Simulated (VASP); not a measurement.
# BaH4 (I4/mmm) in VASP: notebook

The runs below take BaH4 through single point, relaxation of cell and atoms, with PBE.

Everything below comes from runs of VASP 6.6.1. Logs are shortened: lines on timing, memory, paths and dates and some standing lists are left out, and cuts for length are marked.

### 1 The cell of the first run

It takes space group I4/mmm (No. 139, tetragonal). The conventional cell has a = 4.363 Å, b = 4.363 Å, c = 6.751 Å, α = 90.00°, β = 90.00°, γ = 90.00°. Within 3.6 Å of Ba (site symmetry 4/mmm) lie 18 H at 2.76 to 3.11 Å. Within 3.4 Å of H (site symmetry -4m2) lie 14 H at 2.54 to 3.38 Å and 4 Ba at 2.76 Å. H (site symmetry 4mm) has 1 H at 0.77 Å within 1.0 Å.

The cell was built from a structure type or drawn by symmetry, and may not be a known phase.

### 2 Single point, PBE

INCAR

```
  ALGO = Normal
  EDIFF = 1E-7
  ENCUT = 520
  GGA = PE
  ISIF = 2
  ISMEAR = 0
  LASPH = True
  LCHARG = True
  LELF = True
  LREAL = False
  LVHAR = True
  LWAVE = False
  NBANDS = 15
  NELM = 60
  PREC = Accurate
  SIGMA = 0.1
```

KPOINTS

```
k-points
0
Gamma
  6 6 6
```

POSCAR

```
BaH4
1.0
   -2.1814852000      2.1814852000      3.3756763000
    2.1814852000     -2.1814852000      3.3756763000
    2.1814852000      2.1814852000     -3.3756763000
Ba H
1 4
Direct
    0.0000000000      0.0000000000      0.0000000000
    0.2500000000      0.7500000000      0.5000000000
    0.7500000000      0.2500000000      0.5000000000
    0.4433410000      0.4433410000      0.0000000000
    0.5566590000      0.5566590000      0.0000000000
```

Potentials or basis: VASP PAW PBE potentials, release 64 (Ba_sv, H).

Started as:

```bash
$ cat potpaw_PBE.64/Ba_sv/POTCAR potpaw_PBE.64/H/POTCAR > POTCAR
$ mpirun -np 1 vasp_std > vasp.out
```

OUTCAR:

```text
EDIFF = 1E-7
   ENCUT = 520
   GGA = PE
   ISIF = 2
   ISMEAR = 0
   LASPH = True
   LREAL = False
   NELM = 60
   PREC = Accurate

 ion  position               nearest neighbor table
   1  0.000  0.000  0.000-   3 2.76   2 2.76   2 2.76   3 2.76   2 2.76   3 2.76   3 2.76   2 2.76

   2  0.250  0.750  0.500-   1 2.76   1 2.76   1 2.76   1 2.76
   3  0.750  0.250  0.500-   1 2.76   1 2.76   1 2.76   1 2.76
   4  0.443  0.443  0.000-   5 0.77
   5  0.557  0.557  0.000-   4 0.77

  LATTYP: Found a body centered tetragonal cell.
 ALAT       =     4.3629704000
 C/A-ratio  =     1.5474211331

  Lattice vectors:

 A1 = (  -2.1814852000,   2.1814852000,   3.3756763000)
 A2 = (   2.1814852000,  -2.1814852000,   3.3756763000)
 A3 = (   2.1814852000,   2.1814852000,  -3.3756763000)

Analysis of symmetry for initial positions (statically):
=====================================================================
 Subroutine PRICEL returns:
 Original cell was already a primitive cell.

 Routine SETGRP: Setting up the symmetry group for a
 body centered tetragonal supercell.

 Subroutine GETGRP returns: Found 16 space group operations
 (whereof 16 operations were pure point group operations)
 out of a pool of 16 trial point group operations.

The static configuration has the point symmetry D_4h.

Analysis of symmetry for dynamics (positions and initial velocities):
=====================================================================
 Subroutine PRICEL returns:
 Original cell was already a primitive cell.

 Routine SETGRP: Setting up the symmetry group for a
 body centered tetragonal supercell.

 Subroutine GETGRP returns: Found 16 space group operations
 (whereof 16 operations were pure point group operations)
 out of a pool of 16 trial point group operations.

The dynamic configuration has the point symmetry D_4h.

 Subroutine INISYM returns: Found 16 space group operations
 (whereof 16 operations are pure point group operations),
 and found     1 'primitive' translations

----------------------------------------------------------------------------------------

                                     Primitive cell

  volume of cell :      64.2577

  direct lattice vectors                    reciprocal lattice vectors
    -2.181485200  2.181485200  3.375676300     0.000000000  0.229201647  0.148118467
     2.181485200 -2.181485200  3.375676300     0.229201647  0.000000000  0.148118467
     2.181485200  2.181485200 -3.375676300     0.229201647  0.229201647  0.000000000

  length of vectors
     4.573067443  4.573067443  4.573067443     0.272896455  0.272896455  0.324140077

  position of ions in fractional coordinates (direct lattice)
     0.000000000  0.000000000  0.000000000
     0.250000000  0.750000000  0.500000000
     0.750000000  0.250000000  0.500000000
     0.443341000  0.443341000  0.000000000
     0.556659000  0.556659000  0.000000000

  ion indices of the primitive-cell ions
   primitive index   ion index
                 1           1
                 2           2
                 3           3
                 4           4
                 5           5

----------------------------------------------------------------------------------------

 KPOINTS: k-points

Automatic generation of k-mesh.
 Grid dimensions read from file:
 generate k-points for:    6    6    6

 Generating k-lattice:

  Cartesian coordinates                     Fractional coordinates (reciprocal lattice)
     0.000000000  0.038200274  0.024686411     0.166666667 -0.000000000  0.000000000
     0.038200274  0.000000000  0.024686411    -0.000000000  0.166666667  0.000000000
     0.038200274  0.038200274  0.000000000     0.000000000  0.000000000  0.166666667

  Length of vectors
     0.045482743  0.045482743  0.054023346

  Shift w.r.t. Gamma in fractional coordinates (k-lattice)
     0.000000000  0.000000000  0.000000000

 Subroutine IBZKPT returns following result:
 ===========================================

 Found     30 irreducible k-points:

 Following reciprocal coordinates:
            Coordinates               Weight
  0.000000  0.000000  0.000000      1.000000
  0.166667 -0.000000  0.000000      8.000000
  0.333333  0.000000  0.000000      8.000000
  0.500000  0.000000 -0.000000      4.000000
  0.166667  0.166667  0.000000      8.000000
  0.333333  0.166667  0.000000     16.000000
[... 16 lines left out ...]
 -0.333333 -0.333333  0.166667      8.000000
 -0.166667 -0.333333  0.166667      8.000000
 [... further k-points ...]
   k-points           NKPTS =     30   k-points in BZ     NKDIM =     30   number of bands    NBANDS=     15
   number of dos      NEDOS =    301   number of ions     NIONS =      5
   total plane-waves  NPLWV =  46656
   dimension x,y,z NGX =    36 NGY =   36 NGZ =   36
   dimension x,y,z NGXF=    72 NGYF=   72 NGZF=   72
   ions per type =               1   4
   NGX,Y,Z   is equivalent  to a cutoff of  13.09, 13.09, 13.09 a.u.
   NGXF,Y,Z  is equivalent  to a cutoff of  26.17, 26.17, 26.17 a.u.
 SYSTEM =  unknown system
   PREC   = accura    normal or accurate (medium, high low for compatibility)
   ISTART =      0    job   : 0-new  1-cont  2-samecut
   ICHARG =      2    charge: 1-file 2-atom 10-const
   ISPIN  =      1    spin polarized calculation?
   LNONCOLLINEAR =      F non collinear calculations
   LSORBIT =      F    spin-orbit coupling
   LASPH  =      T    aspherical Exc in radial PAW
   ENCUT  =  520.0 eV  38.22 Ry    6.18 a.u.   8.50  8.50  8.50*2*pi/ulx,y,z
   NELM   =     60;   NELMIN=  2; NELMDL= -5     # of ELM steps
   EDIFF  = 0.1E-06   stopping-criterion for ELM
   LREAL  =      F    real-space projection
   EDIFFG = 0.1E-05   stopping-criterion for IOM
   NSW    =      0    number of steps for IOM
   IBRION =     -1    ionic relax: 0-MD 1-quasi-New 2-CG
   NFREE  =      0    steps in history (QN), initial steepest desc. (CG)
   ISIF   =      2    stress and relaxation
   ISYM   =      2    0-nonsym 1-usesym 2-fastsym
   POTIM  = 0.5000    time-step for ionic-motion
   TEBEG  =    0.0;   TEEND  =   0.0 temperature during run
   PSTRESS=    0.0 pullay stress
   NELECT =      14.0000    total number of electrons
   NUPDOWN=      -1.0000    fix difference up-down
   EMIN   =  10.00;   EMAX   =-10.00  energy-range for DOS
   EFERMI =   0.00;   METHOD = LEGACY
   ISMEAR =     0;   SIGMA  =   0.10  broadening in eV -4-tet -1-fermi 0-gaus
   EFERMI_NEDOS =   21; number of points for ismear=-14 and -15
   IALGO  =     38    algorithm
   IMIX   =      4    mixing-type and parameters
     AMIX     =   0.40;   BMIX     =  1.00
     AMIX_MAG =   1.60;   BMIX_MAG =  1.00
  volume/ion in A,a.u.               =      12.85        86.73
  Fermi-wavevector in a.u.,A,eV,Ry     =   0.985090  1.861549 13.203114  0.970402
  Thomas-Fermi vector in A             =   2.116371
   LORBIT       =      0    0 simple, 1 ext, 2 COOP (PROOUT), +10 PAW based schemes
   GGA     = PE    functional components
   LHFCALC =     F    Hartree Fock is set to
   AEXX    =    0.0000 exact exchange contribution
   IVDW    =     0    specifies the selected vdW correction
   LEPSILON=     F    determine dielectric tensor
   LRPA    =     F    only Hartree local field effects (RPA)
 non-spin polarized calculation
 Gauss-broadening in eV      SIGMA  =   0.10
  energy-cutoff  :      520.00
  volume of cell :       64.26
 maximum number of plane-waves:      1769
 NGX is ok and might be reduce to    36
   NGX = 17   NGY = 17   NGZ = 17

 number of electron      14.0000003 magnetization

 Free energy of the ion-electron system (eV)
  ---------------------------------------------------
  ext. energy  EPLUGINS =         0.00000000
  ---------------------------------------------------
  free energy    TOTEN  =       -16.77092846 eV

  energy without entropy =      -16.77092846  energy(sigma->0) =      -16.77092846

 E-fermi :   1.1456     XC(G=0):  -8.4389

 val. band max:        0.6245615373   @ k =   0.0000   0.0000   0.0000
 cond. band min:       2.8444319129   @ k =   0.5000   0.0000  -0.0000
 fundamental gap:      2.2198703756
 Fermi energy:         1.1456162844

 k-point     1 :       0.0000    0.0000    0.0000
  band No.  band energies     occupation
      1     -26.2539      2.00000
      2     -11.2474      2.00000
      3     -11.2474      2.00000
      4     -11.2389      2.00000
      5      -7.2159      2.00000
      6      -1.2132      2.00000
      7       0.6246      2.00000
      8       3.5964      0.00000
      9       4.0000      0.00000
     10       4.0000      0.00000
     11       5.2926      0.00000
     12       5.6767      0.00000
     13       6.0950      0.00000
     14       8.9543      0.00000
     15       8.9543      0.00000

 k-point     2 :       0.1667   -0.0000    0.0000
  band No.  band energies     occupation
      1     -26.2425      2.00000
      2     -11.4373      2.00000
      3     -11.2633      2.00000
      4     -11.2554      2.00000
      5      -6.9738      2.00000
      6      -1.2804      2.00000
      7       0.0417      2.00000
      8       3.6624      0.00000
      9       4.1913      0.00000
     10       4.6093      0.00000
     11       5.0795      0.00000
     12       5.5232      0.00000
     13       7.1805      0.00000
     14       9.8868      0.00000
     15      10.3071      0.00000
[... 365 lines left out ...]
      3     -11.4450      2.00000
      4     -11.3680      2.00000
      5      -6.6231      2.00000
      6      -1.2975      2.00000
      7      -0.7825      2.00000
      8       4.0091      0.00000
      9       4.9834      0.00000
     10       5.4532      0.00000
     11       6.8346      0.00000
     12       7.3335      0.00000
     13       7.6530      0.00000
     14       9.1289      0.00000
     15       9.9498      0.00000

 k-point    24 :      -0.1667   -0.3333    0.1667
  band No.  band energies     occupation
      1     -26.2243      2.00000
      2     -11.6328      2.00000
      3     -11.3438      2.00000
      4     -11.3047      2.00000
      5      -6.7243      2.00000
      6      -1.4384      2.00000
      7      -0.4786      2.00000
      8       3.8557      0.00000
      9       4.5158      0.00000
     10       5.0092      0.00000
     11       6.3772      0.00000
     12       6.5114      0.00000
     13       8.1908      0.00000
     14      10.1489      0.00000
     15      10.3233      0.00000

 [... further k-points ...]

------------------------ aborting loop because EDIFF is reached ----------------------------------------

  FORCE on cell =-STRESS in cart. coord.  units (eV):
  Direction    XX          YY          ZZ          XY          YZ          ZX
  --------------------------------------------------------------------------------------
  -------------------------------------------------------------------------------------
  Total        0.1618352      0.1618352      0.1382226      0.0000000     -0.0000000      0.0000000
  in kB        4.0351375      4.0351375      3.4463895      0.0000000     -0.0000000      0.0000000
  external PRESSURE =       3.8388882 kB  Pullay stress =       0.0000000 kB

 VOLUME and BASIS-vectors are now :
 -----------------------------------------------------------------------------
  energy-cutoff  :      520.00
  volume of cell :       64.26
      direct lattice vectors                 reciprocal lattice vectors
    -2.181485200  2.181485200  3.375676300     0.000000000  0.229201647  0.148118467
     2.181485200 -2.181485200  3.375676300     0.229201647  0.000000000  0.148118467
     2.181485200  2.181485200 -3.375676300     0.229201647  0.229201647  0.000000000

 POSITION                                       TOTAL-FORCE (eV/Angst)
 -----------------------------------------------------------------------------------
      0.00000      0.00000      0.00000        -0.000000     -0.000000     -0.000000
      2.18149      0.00000      1.68784        -0.000000     -0.000000     -0.000000
      0.00000      2.18149      1.68784        -0.000000     -0.000000     -0.000000
      0.00000      0.00000      2.99315         0.000000      0.000000      0.017325
      0.00000      0.00000      3.75820         0.000000      0.000000     -0.017325
 -----------------------------------------------------------------------------------
    total drift:                               -0.000000      0.000000      0.000000

  FREE ENERGIE OF THE ION-ELECTRON SYSTEM (eV)
  ---------------------------------------------------
  free  energy   TOTEN  =       -16.7709284645 eV

  energy  without entropy=      -16.7709284645  energy(sigma->0) =      -16.77092846
```

It took 26 s on 1 thread of Intel Xeon 6975P-C (Granite Rapids), shared host; peak memory 0.2 GiB.

What came out:

| Item | Value |
| --- | --- |
| Free energy | -16.7709 eV |
| Pressure | 0.4 GPa |
| Largest force | 0.017 eV/Å |
| Band gap on the k mesh | 2.22 eV (least direct gap 2.74 eV) |

Forces in eV/Å, atoms in the order of the input:
```
Ba   0.000  0.000  0.000
H    0.000  0.000  0.000
H    0.000  0.000  0.000
H    0.000  0.000  0.017
H    0.000  0.000 -0.017
```

Caveat: spin-orbit coupling is left out, which moves the levels of the heavy elements. A k mesh can miss the band edges.

### 3 Single point, PBE

INCAR

```
PREC     = Accurate       # precision mode
ENCUT    = 520            # plane-wave cutoff, eV
EDIFF    = 1E-6           # SCF threshold, eV
ISMEAR   = 0              # smearing method
SIGMA    = 0.02           # smearing width, eV
LREAL    = False          # projectors in reciprocal space
LASPH    = True           # aspherical terms in the spheres
NELM     = 60             # most SCF steps
ALGO     = Normal         # electronic algorithm
ISIF     = 2              # what is computed and relaxed
LWAVE    = False          # write WAVECAR
LCHARG   = True           # write CHGCAR
GGA      = PE             # functional
LELF     = True           # ELF
LVHAR    = True         
NBANDS   = 15             # bands
```

KPOINTS

```
regular mesh
0
Gamma
  10 10 10
```

POSCAR is that of step 2.

Potentials or basis: VASP PAW PBE potentials, release 64 (Ba_sv, H).

Started as:

```bash
$ cat potpaw_PBE.64/Ba_sv/POTCAR potpaw_PBE.64/H/POTCAR > POTCAR
$ mpirun -np 1 vasp_std > vasp.out
```

Run time: 55 s. Hardware: 1 thread of Intel Xeon 6975P-C (Granite Rapids), shared host; peak memory 0.25 GiB.

The run converged. Its results:

```yaml
Free_energy: -16.7712 eV
Pressure: 0.4 GPa
Largest_force: 0.017 eV/Å
Band_gap_on_the_k_mesh: 2.22 eV (least direct gap 2.74 eV)
```

Forces on the atoms (eV/Å):
```
Ba   0.000  0.000  0.000
H    0.000  0.000  0.000
H    0.000  0.000  0.000
H    0.000  0.000  0.017
H    0.000  0.000 -0.017
```

Levels at points of the mesh, in eV from the valence-band top:
| k point | band 5 | band 6 | band 7 | band 8 | band 9 | band 10 |
| --- | --- | --- | --- | --- | --- | --- |
| (0.00, 0.00, 0.00) | -7.84 | -1.84 | 0.00 | 2.97 | 3.38 | 3.38 |
| (0.50, 0.00, 0.00) | -6.98 | -2.71 | -0.52 | 2.22 | 3.13 | 5.79 |
| (0.50, 0.50, 0.00) | -7.46 | -2.19 | -0.91 | 4.04 | 4.22 | 6.12 |
| (0.50, 0.50, 0.50) | -7.45 | -1.79 | -1.46 | 4.27 | 6.30 | 6.30 |

Caveat: spin-orbit coupling is left out, which moves the levels of the heavy elements. A k mesh can miss the band edges.

### 4 Relaxation of cell and atoms, PBE

INCAR

```
ALGO = Normal
EDIFF = 1E-7
EDIFFG = -0.01
ENCUT = 600
GGA = PE
IBRION = 2
ISIF = 3
ISMEAR = 0
LASPH = T
LCHARG = F
LREAL = F
LWAVE = F
NELM = 60
NSW = 100
PREC = Accurate
SIGMA = 0.02
```

KPOINTS

```
k-points
0
Gamma
  10 10 10
```

POSCAR is that of step 3.

Started as:

```bash
$ cat potpaw_PBE.64/Ba_sv/POTCAR potpaw_PBE.64/H/POTCAR > POTCAR
$ mpirun -np 1 vasp_std > vasp.out
```

It took 4.6 min on 1 thread of Intel Xeon 6975P-C (Granite Rapids), shared host; peak memory 0.3 GiB.

It converged, with:

| Item | Value |
| --- | --- |
| Free energy | -16.7753 eV |
| Relaxed volume | 13.08 Å³/atom |
| Relaxed cell | a = 4.600 Å, b = 4.600 Å, c = 4.600 Å, α = 122.99°, β = 122.99°, γ = 84.89° |
| Space group after relaxing (to 0.1 Å) | I4/mmm (No. 139) |
| Energy gained by relaxing | 0.3 meV/atom |
| Ionic steps | 5 |
| Pressure after relaxing | 0.0 GPa |
| Largest force after relaxing | 0.008 eV/Å |
| Band gap on the k mesh | 2.24 eV (least direct gap 2.78 eV) |

Forces on the atoms (eV/Å):
```
Ba   0.000  0.000  0.000
H    0.000  0.000  0.000
H    0.000  0.000  0.000
H    0.000  0.000 -0.008
H    0.000  0.000  0.008
```

Stress tensor (GPa, compression positive):
```
-0.01  0.00  0.00
 0.00 -0.01  0.00
 0.00  0.00 -0.11
```

Step by step:
| step | energy change (eV) | largest force (eV/Å) | pressure (GPa) | volume (Å³) |
| --- | --- | --- | --- | --- |
| 1 | 0.0000 | 0.0238 | 0.47 | 64.26 |
| 2 | -0.0009 | 0.0043 | 0.32 | 64.61 |
| 3 | -0.0015 | 0.0661 | 0.03 | 65.36 |
| 4 | -0.0008 | 0.1934 | -0.27 | 65.64 |
| 5 | -0.0016 | 0.0080 | -0.04 | 65.42 |

Final structure:
```yaml
crystal:
  lattice:
    - [-2.19507, 2.19507, 3.39429]
    - [2.19507, -2.19507, 3.39429]
    - [2.19507, 2.19507, -3.39429]
  atoms:
    - { symbol: Ba, position: [0.00000, 0.00000, 0.00000] }
    - { symbol: H, position: [0.25000, 0.75000, 0.50000] }
    - { symbol: H, position: [0.75000, 0.25000, 0.50000] }
    - { symbol: H, position: [0.44375, 0.44375, 0.00000] }
    - { symbol: H, position: [0.55625, 0.55625, 0.00000] }
```

Levels at points of the mesh, in eV from the valence-band top:
```csv
k point,band 3,band 4,band 5,band 6,band 7,band 8,band 9,band 10,band 11
"(0.00, 0.00, 0.00)",-11.93,-11.92,-7.80,-1.85,0.00,2.97,3.36,3.36,4.63
"(0.50, 0.00, 0.00)",-12.00,-11.96,-6.98,-2.67,-0.54,2.24,3.13,5.72,5.92
"(0.50, 0.50, 0.00)",-12.16,-12.05,-7.42,-2.15,-0.94,4.03,4.15,6.05,6.13
"(0.50, 0.50, 0.50)",-12.05,-12.05,-7.42,-1.76,-1.48,4.19,6.24,6.24,6.29
```

Caveat: spin-orbit coupling is left out, which moves the levels of the heavy elements. A k mesh can miss the band edges.

### 5 The runs side by side

| task | cell | k mesh | cutoff (eV) | smearing | gap on the mesh (eV) | pressure (GPa) | largest force (eV/Å) |
| --- | --- | --- | --- | --- | --- | --- | --- |
| single point | as given | 6 × 6 × 6 | 520 | gaussian 0.1 eV | 2.22 | 0.4 | 0.02 |
| single point | as given | 10 × 10 × 10 | 520 | gaussian 0.02 eV | 2.22 | 0.4 | 0.02 |
| relaxation of cell and atoms | relaxed | 10 × 10 × 10 | 600 | gaussian 0.02 eV | 2.24 | 0.0 | 0.01 |

Alike in all rows: level PBE; potentials or basis VASP PAW PBE potentials, release 64 (Ba_sv, H); no spin polarisation.

Caveats: spin-orbit coupling is left out, which moves the levels of the heavy elements.

Total energies depend on the potentials used, so only differences within one code and one set of settings carry meaning.
